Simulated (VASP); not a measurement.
# ZrC (Fm-3m) in VASP: further runs, part 2 of 2

VASP 6.6.1. The steps go on from the part before.

**3. Relaxation of cell and atoms, PBEsol+D3(BJ)**

INCAR reads:

```
PREC = Accurate ; ENCUT = 600
EDIFF = 1E-7 ; ISMEAR = -1
SIGMA = 0.05 ; LREAL = False
LASPH = True ; NELM = 120
ALGO = Normal ; ISIF = 3
LWAVE = False ; LCHARG = False
GGA = PS ; IVDW = 12
IBRION = 2 ; NSW = 60
EDIFFG = -0.01 ; GGA_COMPAT = False
NELMIN = 4
```

KPOINTS reads:

```
Automatic mesh
0
Gamma
  10 10 10
```

POSCAR reads:

```
ZrC
1.0
    0.0000000000      2.3650000000      2.3650000000
    2.3650000000      0.0000000000      2.3650000000
    2.3650000000      2.3650000000      0.0000000000
Zr C
1 1
Direct
    0.5000000000      0.5000000000      0.5000000000
    0.0000000000      0.0000000000      0.0000000000
```

Potentials or basis: VASP PAW PBE potentials, release 64 (Zr_sv, C).

Launch:

```sh
$ cat potpaw_PBE.64/Zr_sv/POTCAR potpaw_PBE.64/C/POTCAR > POTCAR
$ mpirun -np 1 vasp_std > vasp.out
```

OUTCAR:

```text
PREC = Accurate
   ENCUT = 600
   EDIFF = 1E-7
   ISMEAR = -1
   LREAL = False
   LASPH = True
   NELM = 120
   ISIF = 3
   GGA = PS
   IVDW = 12
   IBRION = 2
   NSW = 60
   EDIFFG = -0.01
   NELMIN = 4
 IVDW          = 12

 ion  position               nearest neighbor table
   1  0.500  0.500  0.500-   2 2.37   2 2.37   2 2.37   2 2.37   2 2.37   2 2.37
   2  0.000  0.000  0.000-   1 2.37   1 2.37   1 2.37   1 2.37   1 2.37   1 2.37

  LATTYP: Found a face centered cubic cell.
 ALAT       =     4.7300000000

  Lattice vectors:

 A1 = (   0.0000000000,   2.3650000000,   2.3650000000)
 A2 = (   2.3650000000,   0.0000000000,   2.3650000000)
 A3 = (   2.3650000000,   2.3650000000,   0.0000000000)

Analysis of symmetry for initial positions (statically):
=====================================================================
 Subroutine PRICEL returns:
 Original cell was already a primitive cell.

 Routine SETGRP: Setting up the symmetry group for a
 face centered cubic supercell.

 Subroutine GETGRP returns: Found 48 space group operations
 (whereof 48 operations were pure point group operations)
 out of a pool of 48 trial point group operations.

The static configuration has the point symmetry O_h .

Analysis of symmetry for dynamics (positions and initial velocities):
=====================================================================
 Subroutine PRICEL returns:
 Original cell was already a primitive cell.

 Routine SETGRP: Setting up the symmetry group for a
 face centered cubic supercell.

 Subroutine GETGRP returns: Found 48 space group operations
 (whereof 48 operations were pure point group operations)
 out of a pool of 48 trial point group operations.

The dynamic configuration has the point symmetry O_h .

 Subroutine INISYM returns: Found 48 space group operations
 (whereof 48 operations are pure point group operations),
 and found     1 'primitive' translations

----------------------------------------------------------------------------------------

                                     Primitive cell

  volume of cell :      26.4560

  direct lattice vectors                    reciprocal lattice vectors
     0.000000000  2.365000000  2.365000000    -0.211416490  0.211416490  0.211416490
     2.365000000  0.000000000  2.365000000     0.211416490 -0.211416490  0.211416490
     2.365000000  2.365000000  0.000000000     0.211416490  0.211416490 -0.211416490

  length of vectors
     3.344615075  3.344615075  3.344615075     0.366184103  0.366184103  0.366184103

  position of ions in fractional coordinates (direct lattice)
     0.500000000  0.500000000  0.500000000
     0.000000000  0.000000000  0.000000000

  ion indices of the primitive-cell ions
   primitive index   ion index
                 1           1
                 2           2

----------------------------------------------------------------------------------------

 KPOINTS: Automatic mesh

Automatic generation of k-mesh.
 Grid dimensions read from file:
 generate k-points for:   10   10   10

 Generating k-lattice:

  Cartesian coordinates                     Fractional coordinates (reciprocal lattice)
    -0.021141649  0.021141649  0.021141649     0.100000000  0.000000000  0.000000000
     0.021141649 -0.021141649  0.021141649     0.000000000  0.100000000  0.000000000
     0.021141649  0.021141649 -0.021141649     0.000000000  0.000000000  0.100000000

  Length of vectors
     0.036618410  0.036618410  0.036618410

  Shift w.r.t. Gamma in fractional coordinates (k-lattice)
     0.000000000  0.000000000  0.000000000

 Subroutine IBZKPT returns following result:
 ===========================================

 Found     47 irreducible k-points:

 Following reciprocal coordinates:
            Coordinates               Weight
  0.000000  0.000000  0.000000      1.000000
  0.100000  0.000000  0.000000      8.000000
  0.200000  0.000000  0.000000      8.000000
  0.300000  0.000000  0.000000      8.000000
  0.400000  0.000000  0.000000      8.000000
  0.500000  0.000000  0.000000      4.000000
[... 16 lines left out ...]
  0.300000  0.300000  0.000000      6.000000
  0.400000  0.300000  0.000000     24.000000
 [... further k-points ...]
   k-points           NKPTS =     47   k-points in BZ     NKDIM =     47   number of bands    NBANDS=     12
   number of dos      NEDOS =    301   number of ions     NIONS =      2
   total plane-waves  NPLWV =  21952
   dimension x,y,z NGX =    28 NGY =   28 NGZ =   28
   dimension x,y,z NGXF=    56 NGYF=   56 NGZF=   56
   ions per type =               1   1
   NGX,Y,Z   is equivalent  to a cutoff of  13.92, 13.92, 13.92 a.u.
   NGXF,Y,Z  is equivalent  to a cutoff of  27.84, 27.84, 27.84 a.u.
 SYSTEM =  unknown system
   PREC   = accura    normal or accurate (medium, high low for compatibility)
   ISTART =      0    job   : 0-new  1-cont  2-samecut
   ICHARG =      2    charge: 1-file 2-atom 10-const
   ISPIN  =      1    spin polarized calculation?
   LNONCOLLINEAR =      F non collinear calculations
   LSORBIT =      F    spin-orbit coupling
   LASPH  =      T    aspherical Exc in radial PAW
   ENCUT  =  600.0 eV  44.10 Ry    6.64 a.u.   6.68  6.68  6.68*2*pi/ulx,y,z
   NELM   =    120;   NELMIN=  4; NELMDL= -5     # of ELM steps
   EDIFF  = 0.1E-06   stopping-criterion for ELM
   LREAL  =      F    real-space projection
   EDIFFG = -.1E-01   stopping-criterion for IOM
   NSW    =     60    number of steps for IOM
   IBRION =      2    ionic relax: 0-MD 1-quasi-New 2-CG
   NFREE  =      1    steps in history (QN), initial steepest desc. (CG)
   ISIF   =      3    stress and relaxation
   ISYM   =      2    0-nonsym 1-usesym 2-fastsym
   POTIM  = 0.5000    time-step for ionic-motion
   TEBEG  =    0.0;   TEEND  =   0.0 temperature during run
   PSTRESS=    0.0 pullay stress
   NELECT =      16.0000    total number of electrons
   NUPDOWN=      -1.0000    fix difference up-down
   EMIN   =  10.00;   EMAX   =-10.00  energy-range for DOS
   EFERMI =   0.00;   METHOD = LEGACY
   ISMEAR =    -1;   SIGMA  =   0.05  broadening in eV -4-tet -1-fermi 0-gaus
   EFERMI_NEDOS =   21; number of points for ismear=-14 and -15
   IALGO  =     38    algorithm
   IMIX   =      4    mixing-type and parameters
     AMIX     =   0.40;   BMIX     =  1.00
     AMIX_MAG =   1.60;   BMIX_MAG =  1.00
  volume/ion in A,a.u.               =      13.23        89.27
  Fermi-wavevector in a.u.,A,eV,Ry     =   1.384439  2.616209 26.077880  1.916670
  Thomas-Fermi vector in A             =   2.508943
   LORBIT       =      0    0 simple, 1 ext, 2 COOP (PROOUT), +10 PAW based schemes
   GGA     = PS    functional components
   LHFCALC =     F    Hartree Fock is set to
   AEXX    =    0.0000 exact exchange contribution
   IVDW    =    12    specifies the selected vdW correction
   LEPSILON=     F    determine dielectric tensor
   LRPA    =     F    only Hartree local field effects (RPA)
 conjugate gradient relaxation of ions
 non-spin polarized calculation
  energy-cutoff  :      600.00
  volume of cell :       26.46
 maximum number of plane-waves:       903
   NGX = 13   NGY = 13   NGZ = 13

--------------------------------------- Ionic step        1  -------------------------------------------

 number of electron      16.0000000 magnetization

 Free energy of the ion-electron system (eV)
  ---------------------------------------------------
  ext. energy  EPLUGINS =         0.00000000
  ---------------------------------------------------
  free energy    TOTEN  =       -20.54796280 eV

  energy without entropy =      -20.54532072  energy(sigma->0) =      -20.54664176

------------------------ aborting loop because EDIFF is reached ----------------------------------------

 Edisp (eV)   -0.77673

 E8    (eV) :    -0.5390
[... 31 lines left out ...]
--------------------------------------- Ionic step        2  -------------------------------------------

 number of electron      16.0000000 magnetization

 E-fermi :  11.2456     XC(G=0): -12.9913

 val. band max:       11.2367621969   @ k =   0.1000   0.1000   0.0000
 cond. band min:      11.2657849816   @ k =   0.4000   0.4000   0.0000
 fundamental gap:      0.0290227847
 Fermi energy:        11.2455744305

 k-point     1 :       0.0000    0.0000    0.0000
  band No.  band energies     occupation
      1     -36.2595      2.00000
      2     -13.8660      2.00000
      3     -13.8660      2.00000
      4     -13.8660      2.00000
      5      -0.5309      2.00000
      6      12.1902      0.00000
      7      12.1902      0.00000
      8      12.1902      0.00000
      9      12.2826      0.00000
     10      12.2826      0.00000
     11      12.2826      0.00000
     12      14.4197      0.00000
[... 424 lines left out ...]
--------------------------------------- Ionic step        4  -------------------------------------------

 number of electron      16.0000000 magnetization

 Free energy of the ion-electron system (eV)
  ---------------------------------------------------
  ext. energy  EPLUGINS =         0.00000000
  ---------------------------------------------------
  free energy    TOTEN  =       -20.56494050 eV

  energy without entropy =      -20.56248593  energy(sigma->0) =      -20.56371322

 E-fermi :   9.9801     XC(G=0): -12.4812

 val. band max:        9.9188754653   @ k =   0.4000   0.4000   0.0000
 cond. band min:      10.0400419285   @ k =   0.1000   0.1000   0.0000
 fundamental gap:      0.1211664631
 Fermi energy:         9.9801448504

 k-point     1 :       0.0000    0.0000    0.0000
  band No.  band energies     occupation
      1     -37.8532      2.00000
      2     -15.5650      2.00000
      3     -15.5650      2.00000
      4     -15.5650      2.00000
      5      -1.4550      2.00000
      6      10.9285      0.00000
      7      10.9285      0.00000
      8      10.9285      0.00000
      9      11.0352      0.00000
     10      11.0352      0.00000
     11      11.0352      0.00000
     12      12.8897      0.00000
[... 378 lines left out ...]
  FREE ENERGIE OF THE ION-ELECTRON SYSTEM (eV)
  ---------------------------------------------------
  free  energy   TOTEN  =       -21.3903416660 eV

  energy  without entropy=      -21.3878871015  energy(sigma->0) =      -21.38911438

 reached required accuracy - stopping structural energy minimisation
```

OSZICAR:

```text
N       E                     dE             d eps       ncg     rms          rms(c)
DAV:   1     0.111942726518E+03    0.11194E+03   -0.96604E+03  1128   0.149E+03
DAV:   2    -0.160407989526E+02   -0.12798E+03   -0.12032E+03  1280   0.349E+02
DAV:   3    -0.236488420728E+02   -0.76080E+01   -0.74841E+01  2044   0.757E+01
[... 41 lines left out ...]
DAV:   4    -0.205649333175E+02   -0.64663E-05   -0.54406E-06  1344   0.219E-02    0.145E-02
DAV:   5    -0.205649397686E+02   -0.64511E-05   -0.10802E-05  1604   0.181E-02    0.379E-03
DAV:   6    -0.205649402305E+02   -0.46187E-06   -0.25097E-07  1000   0.444E-03    0.225E-03
DAV:   7    -0.205649404891E+02   -0.25858E-06   -0.95517E-08   716   0.283E-03    0.955E-04
DAV:   8    -0.205649404987E+02   -0.96886E-08   -0.17983E-08   584   0.157E-03
   4 F= -.21390342E+02 E0= -.21389114E+02  d E =-.656466E-01
```

CONTCAR:

```text
ZrC
   1.00000000000000
     0.0000000000000000    2.3185909787899357    2.3185909787899357
     2.3185909787899357   -0.0000000000000000    2.3185909787899357
     2.3185909787899357    2.3185909787899357    0.0000000000000000
  Zr              C
     1     1
Direct
     0.5000000000000000    0.5000000000000000    0.5000000000000000
     0.0000000000000000    0.0000000000000000    1.0000000000000000

  0.00000000E+00  0.00000000E+00  0.00000000E+00
  0.00000000E+00  0.00000000E+00  0.00000000E+00
```

Run time: 30 s. Hardware: 1 thread of Intel Xeon 6975P-C (Granite Rapids), shared host; peak memory 0.19 GiB.

What came out:

- Free energy: -21.3903 eV
- Relaxed volume: 12.46 Å³/atom
- Relaxed cell: a = 3.279 Å, b = 3.279 Å, c = 3.279 Å, α = 60.00°, β = 60.00°, γ = 60.00°
- Space group after relaxing (to 0.1 Å): Fm-3m (No. 225)
- Energy gained by relaxing: 32.8 meV/atom
- Ionic steps: 4
- Pressure after relaxing: 0.0 GPa
- Band gap on the k mesh: zero (bands 8 and 9 overlap by 1.28 eV)
- Dispersion energy per atom: -0.413 eV

The path:
```csv
step,energy change (eV),largest force (eV/Å),pressure (GPa),volume (Å³)
1,0.0000,0.0000,-13.05,26.46
2,0.1415,0.0000,30.29,22.54
3,-0.0656,0.0000,-0.44,24.97
4,-0.0656,0.0000,-0.05,24.93
```

Final structure:
```cif
data_structure
_symmetry_space_group_name_H-M 'P 1'
_symmetry_Int_Tables_number 1
_cell_length_a 3.2790
_cell_length_b 3.2790
_cell_length_c 3.2790
_cell_angle_alpha 60.000
_cell_angle_beta 60.000
_cell_angle_gamma 60.000
_cell_volume 24.93
loop_
_atom_site_label
_atom_site_type_symbol
_atom_site_fract_x
_atom_site_fract_y
_atom_site_fract_z
_atom_site_occupancy
Zr1 Zr 0.50000 0.50000 0.50000 1
C1 C 0.00000 0.00000 0.00000 1
```

Levels at points of the mesh, in eV from the Fermi level:
| k point | band 5 | band 6 | band 7 | band 8 | band 9 | band 10 | band 11 | band 12 |
| --- | --- | --- | --- | --- | --- | --- | --- | --- |
| (0.00, 0.00, 0.00) | -11.44 | 0.95 | 0.95 | 0.95 | 1.06 | 1.06 | 1.06 | 2.91 |
| (0.50, 0.00, 0.00) | -8.10 | -5.51 | -3.09 | -3.09 | 4.71 | 4.71 | 5.58 | 6.64 |
| (0.50, 0.50, 0.00) | -10.29 | -2.00 | -1.96 | 0.10 | 0.10 | 4.67 | 5.96 | 5.96 |

Caveat: the PAW data sets were made with another functional, which shifts forces and pressure a little.
